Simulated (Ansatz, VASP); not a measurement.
## Na3Rh in VASP and in Ansatz

```
Na Rh
1.0
     4.49930    0.00000    0.00000
     0.00000    4.49930    0.00000
     0.00000    0.00000    4.43050
Na Rh
3 1
Direct
  0.00000 0.50000 0.50000
  0.50000 0.00000 0.50000
  0.50000 0.50000 0.00000
  0.00000 0.00000 0.00000
```

Alike in both runs: functional PBE; k mesh 10 × 10 × 10; occupations gaussian, width 0.1 eV; no spin polarisation.

Ansatz relaxed the structure, and its values are those at the end. VASP's run is a single point on that final structure, the one shown.

```csv
,VASP,Ansatz
version,VASP 6.6.1,Ansatz 0.2.0
potentials or method,"VASP PAW PBE potentials, release 64 (Na_pv, Rh_pv), cutoff 520 eV","scalar-relativistic, plane waves, PAW"
valence electrons in the cell,36,44
```

|  | VASP | Ansatz | Ansatz less VASP |
| --- | --- | --- | --- |
| gap on the k mesh at the Fermi level (eV) | none | none | - |
| pressure (GPa) | 0.0 | 0.0 | +0.07 |

A gap of «none» marks a metal or a gap that the smearing closes. VASP's potentials hold 36 valence electrons a cell and Ansatz's 44, so a difference there can come from the potentials and not from the codes.
